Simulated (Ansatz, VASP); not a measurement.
## CuP: VASP beside Ansatz

POSCAR

```
CuP
1.0
    0.0000000000      2.4234318434      2.4234318434
    2.4234318434      0.0000000000      2.4234318434
    2.4234318434      2.4234318434      0.0000000000
Cu P
1 1
Direct
    0.5000000000      0.5000000000      0.5000000000
    0.0000000000      0.0000000000      0.0000000000
```

File INCAR.step1:

```
PREC = Accurate
ENCUT = 520
ISMEAR = 0
SIGMA = 0.05
LREAL = F
LASPH = T
NELM = 80
NBANDS = 15
GGA = PE
ALGO = Normal
EDIFF = 1E-4
LWAVE = T
LCHARG = F
```

The input INCAR.step2:

```
PREC = Accurate
ENCUT = 520
EDIFF = 1E-6
ISMEAR = 0
SIGMA = 0.05
LREAL = F
LASPH = T
NELM = 80
ALGO = Normal
ISIF = 2
LWAVE = F
LCHARG = T
METAGGA = R2SCAN
LMIXTAU = T
LELF = T
LVHAR = T
NBANDS = 15
ISTART = 1
```

File KPOINTS:

```
regular mesh
0
Gamma
  12 12 12
```

Input for Ansatz:

```yaml
crystal:
  lattice:
    - [0.0, 2.4234318434, 2.4234318434]
    - [2.4234318434, 0.0, 2.4234318434]
    - [2.4234318434, 2.4234318434, 0.0]
  atoms:
    - { symbol: Cu, position: [0.5, 0.5, 0.5] }
    - { symbol: P, position: [0.0, 0.0, 0.0] }
basis:
  ecutwfc: 500
  ecutrho_ratio: 4
kpoints:
  mp_grid: { grid: [12, 12, 12] }
hamiltonian:
  xc: r2scan
scf:
  occupations: { method: gaussian, width: 0.05 }
output:
  forces: true
  stress: true
  eigenvalues: true
```

Alike in both runs: task single point; functional r2SCAN; k mesh 12 × 12 × 12; occupations gaussian, width 0.05 eV; no spin polarisation.

|  | VASP | Ansatz |
| --- | --- | --- |
| version | VASP 6.6.1 | Ansatz 0.2.0 |
| potentials or method | VASP PAW PBE potentials, release 64 (Cu, P), cutoff 520 eV | scalar-relativistic, plane waves, PAW |
| valence electrons in the cell | 16 | 24 |

|  | VASP | Ansatz | Ansatz less VASP |
| --- | --- | --- | --- |
| gap on the k mesh at the Fermi level (eV) | none | none | - |
| pressure (GPa) | -2.3 | -2.3 | -0.01 |

VASP's potentials were made for PBE, not for r2SCAN. A gap of «none» marks a metal or a gap that the smearing closes. VASP's potentials hold 16 valence electrons a cell and Ansatz's 24, so a difference there can come from the potentials and not from the codes.
